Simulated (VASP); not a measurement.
Runs of VASP 6.6.1 on I. The structure is that of space group I4/mmm (No. 139), or close to it. The cells are those of the table. 

| level | spin | cell | k mesh | smearing | grid for exact exchange (PRECFOCK) | share of exact exchange | screening parameter | gap on the mesh (eV) | pressure (GPa) | moment (μB) |
| --- | --- | --- | --- | --- | --- | --- | --- | --- | --- | --- |
| PBEsol | off | a = 4.840 Å, angles 140.9, 140.9, 56.4°, 1 atom | 11 × 11 × 11 | gaussian 0.02 eV | - | - | - | none | (b) | - |
| BLYP | non-collinear, zero start, SOC | a = 4.840 Å, angles 140.9, 140.9, 56.4°, 1 atom | 8 × 8 × 8 | fermi-dirac 0.05 eV | - | - | - | - | 2.8 | 0.00 |
| RPBE | off | a = 4.840 Å, angles 140.9, 140.9, 56.4°, 1 atom | 11 × 11 × 11 | gaussian 0.1 eV | - | - | - | none | (a) | - |
| PBE-based screened hybrid with 25 % exact exchange | off | a = 4.840 Å, angles 140.9, 140.9, 56.4°, 1 atom | 6 × 6 × 6 | fermi-dirac 0.05 eV | Normal | 0.25 | 0.1 1/Å | none | -1.1 | - |
| PBE-based screened hybrid with 25 % exact exchange | off | a = 4.840 Å, angles 140.9, 140.9, 56.4°, 1 atom | 6 × 6 × 6 | fermi-dirac 0.05 eV | Normal | 0.25 | 0.15 1/Å | none | -1.0 | - |
| PBE+D3(BJ) | collinear, zero start | a = 4.805, b = 4.946, c = 4.862 Å, angles 142.3, 140.6, 55.6°, 1 atom | 7 × 7 × 9 | fermi-dirac 0.05 eV | - | - | - | none | -0.7 | 0.00 |

Alike in all rows: task single point.

Q: Estimate the missing entries.

A: (a) 1.3; (b) -1.4.

Caveats: the PAW data sets were made with another functional, which shifts forces and pressure a little (at least some runs); spin-orbit coupling is left out, which moves the levels of the heavy elements (at least some runs); an odd number of electrons without spin polarisation forces a metal (at least some runs); a magnetic or distorted state may lie lower (at least some runs); no moment was typed at the start, so none could form (at least some runs).

A k mesh can miss the band edges, and rows without SOC leave out spin-orbit coupling on I.

A gap of «none» marks levels without a gap at the run's occupations.
